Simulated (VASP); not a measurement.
A run of VASP 6.6.1 is set up as follows.

Contents of INCAR:

```
ALGO = Normal ; EDIFF = 1E-6
EDIFFG = -0.001 ; ENCUT = 600
GGA = PE ; IBRION = 2
ISIF = 3 ; ISMEAR = 0
LASPH = True ; LCHARG = False
LREAL = False ; LWAVE = False
NELM = 60 ; NSW = 80
PREC = Accurate ; SIGMA = 0.01
```

File KPOINTS:

```
k-points
0
Gamma
  12 12 12
```

The input POSCAR:

```
BN
1.0
    0.0000000000      1.8123485119      1.8123485119
    1.8123485119      0.0000000000      1.8123485119
    1.8123485119      1.8123485119      0.0000000000
B N
1 1
Direct
    0.0000000000      0.0000000000      0.0000000000
    0.7500000000      0.7500000000      0.7500000000
```

Potentials or basis: VASP PAW PBE potentials, release 64 (B, N).

Command:

```bash
$ cat potpaw_PBE.64/B/POTCAR potpaw_PBE.64/N/POTCAR > POTCAR
$ mpirun -np 1 vasp_std > vasp.out
```

Task: Predict the relaxed cell.

Result: a = 2.563 Å, b = 2.563 Å, c = 2.563 Å, α = 60.00°, β = 60.00°, γ = 60.00°.

Task: What does it give for the space group after relaxing (to 0.05 Å)?

Result: F-43m (No. 216).

Task: Estimate the band gap on the k mesh.

Result: 4.45 eV, indirect (least direct gap 8.78 eV).

Final structure:
```
B N
1.0
     0.00000    1.81224    1.81224
     1.81224    0.00000    1.81224
     1.81224    1.81224    0.00000
B N
1 1
Direct
  0.00000 0.00000 0.00000
  0.75000 0.75000 0.75000
```

A k mesh can miss the band edges. A hybrid or GW would open this gap; PBE tends to underestimate it.
